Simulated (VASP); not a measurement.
Crystal: Fe.

```xyz
1
Lattice="0.0000 1.9417 1.9651 1.4984 0.0000 1.9651 1.4984 1.9417 0.0000" Properties=species:S:1:pos:R:3 pbc="T T T"
Fe    0.0000    0.0000    0.0000
```

| Property | Result |
| --- | --- |
| Program | VASP 6.6.1 |
| Task | relaxation of cell and atoms |
| Functional | PBE |
| Potentials or basis | VASP PAW PBE potentials, release 64 (Fe) |
| Cutoff | 600 eV |
| k mesh | 13 × 13 × 13 |
| Occupations | fermi-dirac, width 0.05 eV |
| Spin | collinear spin, ferromagnetic start |
| Starting moments | [3.0] μB |

At the start: pressure -1.1 GPa; volume 11.44 Å³/atom.

Where does the relaxation end?

Over 8 steps the energy falls by 18.6 meV/atom and the volume is 11.29 Å³/atom (-1.2 %); space group I4/mmm (No. 139, to 0.1 Å) before, Im-3m (No. 229, to 0.1 Å); moment 2.13 μB per cell.

Step by step:
```csv
step,energy change (eV),largest force (eV/Å),pressure (GPa),volume (Å³)
1,0.0000,0.0000,-1.07,11.44
2,-0.0097,0.0000,0.12,11.31
3,-0.0160,0.0000,2.77,11.14
4,-0.0161,0.0000,3.41,11.11
5,-0.0180,0.0000,-1.06,11.36
6,-0.0186,0.0000,0.32,11.28
7,-0.0186,0.0000,0.26,11.28
8,-0.0186,0.0000,0.03,11.29
```

Final structure:
```cif
data_structure
_symmetry_space_group_name_H-M 'P 1'
_symmetry_Int_Tables_number 1
_cell_length_a 2.8275
_cell_length_b 2.4474
_cell_length_c 2.4487
_cell_angle_alpha 70.552
_cell_angle_beta 54.702
_cell_angle_gamma 54.746
_cell_volume 11.29
loop_
_atom_site_label
_atom_site_type_symbol
_atom_site_fract_x
_atom_site_fract_y
_atom_site_fract_z
_atom_site_occupancy
Fe1 Fe 0.00000 0.00000 0.00000 1
```
